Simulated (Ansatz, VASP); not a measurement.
**AlN: VASP beside Ansatz**

```
Al N
1.0
     0.00000    2.03452    1.95314
     2.03452    0.00000    1.95314
     2.03452    2.03452    0.00000
Al N
1 1
Direct
  0.50000 0.50000 0.50000
  0.00000 0.00000 0.00000
```

Change from the starting cell: strain -0.0400 x Voigt [0, 0, 1, 0, 0, 0], atoms carried along.

Alike in both runs: task single point; functional PBEsol; k mesh 10 × 10 × 10; occupations gaussian, width 0.05 eV; no spin polarisation.

|  | VASP | Ansatz |
| --- | --- | --- |
| version | VASP 6.6.1 | Ansatz 0.2.0 |
| potentials or method | VASP PAW PBE potentials, release 64 (Al, N), cutoff 520 eV | scalar-relativistic, plane waves, PAW |
| valence electrons in the cell | 8 | 8 |

```tsv
	VASP	Ansatz	Ansatz less VASP
gap on the k mesh at the Fermi level (eV)	4.44	4.45	+0.006
least direct gap on the mesh (eV)	5.86	5.83	-0.022
pressure (GPa)	7.2	7.3	+0.07
traceless stress, the component that is largest in VASP (GPa)	9.62	9.54	-0.083
```

VASP's potentials were made for PBE, not for PBEsol.
